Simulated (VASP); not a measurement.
Ir, 1 atom in the cell. It takes space group P6/mmm (No. 191, hexagonal). Conventional cell: a = 2.452 Å, b = 2.452 Å, c = 2.352 Å, α = 90.00°, β = 90.00°, γ = 120.00°. Ir (site symmetry 6/mmm) has 8 Ir at 2.35 to 2.45 Å within 3.1 Å. 

| Item | Value |
| --- | --- |
| Program | VASP 6.6.1 |
| Task | single point |
| Functional | PBE |
| Potentials or basis | VASP PAW PBE potentials, release 64 (Ir_sv_GW) |
| Cutoff | 500 eV |
| k mesh | 18 × 18 × 17 |
| Occupations | fermi-dirac, width 0.08 eV |
| Spin | no spin polarisation |
| Dipole correction | no |
| Second run | valence_matched |
| Further INCAR settings | ALGO = Normal; EDIFF = 1e-06; NBANDS = 14 |

Potentials or basis: VASP PAW PBE potentials, release 64 (Ir_sv_GW).

The run is started by

```bash
$ cat potpaw_PBE.64/Ir_sv_GW/POTCAR > POTCAR
$ mpirun -np 1 vasp_std > vasp.out
```

Hardware: 1 thread of AMD EPYC 9R45 96-Core Processor (Zen 5) (shared host).

Q: How long does it take, and how much memory?

A: Run time: 26 s on 1 thread of AMD EPYC 9R45 96-Core Processor (Zen 5), with other jobs on the host, peak memory 0.14 GiB. Counts: scf iterations 12, k points 333.
